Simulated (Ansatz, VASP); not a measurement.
## Two plane-wave programs on GaP

POSCAR

```
GaP
1.0
    0.0000000000      2.6981452945      2.6981452945
    2.6981452945      0.0000000000      2.6981452945
    2.6981452945      2.6981452945      0.0000000000
Ga P
1 1
Direct
    0.0000000000      0.0000000000      0.0000000000
    0.2500000000      0.2500000000      0.2500000000
```

File INCAR.step1:

```
  PREC = Accurate
  ENCUT = 520
  ISMEAR = 0
  SIGMA = 0.01
  LREAL = F
  LASPH = T
  NELM = 100
  NBANDS = 16
  GGA = PE
  ALGO = Normal
  EDIFF = 1E-4
  LWAVE = T
  LCHARG = F
```

File INCAR.step2:

```
  PREC = Accurate
  ENCUT = 520
  EDIFF = 1E-6
  ISMEAR = 0
  SIGMA = 0.01
  LREAL = F
  LASPH = T
  NELM = 100
  ALGO = Normal
  ISIF = 2
  LWAVE = F
  LCHARG = T
  METAGGA = R2SCAN
  LMIXTAU = T
  LELF = T
  LVHAR = T
  NBANDS = 16
  ISTART = 1
```

File KPOINTS:

```
Automatic mesh
0
Gamma
  8 8 8
```

Input for Ansatz:

```yaml
crystal:
  lattice:
    - [0.0, 2.6981452945, 2.6981452945]
    - [2.6981452945, 0.0, 2.6981452945]
    - [2.6981452945, 2.6981452945, 0.0]
  atoms:
    - { symbol: Ga, position: [0.0, 0.0, 0.0] }
    - { symbol: P, position: [0.25, 0.25, 0.25] }
kpoints:
  mp_grid: { grid: [8, 8, 8] }
  band_path:
    path:
      - [0.0, 0.0, 0.0]
      - [-0.5, -0.5, 0.0]
      - [-0.375, -0.375, 0.25]
      - [-0.375, 0.0, 0.375]
      - [0.0, 0.0, 0.5]
      - [-0.5, -0.25, 0.25]
      - [0.0, 0.427083, 0.427083]
    npoints: 1
hamiltonian:
  xc: r2scan
scf:
  occupations: { method: fixed }
  n_extra_bands: 4
output:
  forces: true
  stress: true
  eigenvalues: true
```

Change from the starting cell: hydrostatic strain -1.0%.

Alike in both runs: task single point; functional r2SCAN; k mesh 8 × 8 × 8; no spin polarisation.

|  | VASP | Ansatz |
| --- | --- | --- |
| version | VASP 6.6.1 | Ansatz 0.2.0 |
| potentials or method | VASP PAW PBE potentials, release 64 (Ga_d, P) | plane waves, PAW |
| plane-wave cutoff (eV) | 520 | 500 |
| occupations | gaussian, width 0.01 eV | fixed |
| valence electrons in the cell | 18 | 18 |

|  | VASP | Ansatz | Ansatz less VASP |
| --- | --- | --- | --- |
| gap on the k mesh at the Fermi level (eV) | 1.85 | 1.85 | -0.004 |
| pressure (GPa) | 2.8 | 2.9 | +0.04 |

VASP's potentials were made for PBE, not for r2SCAN.
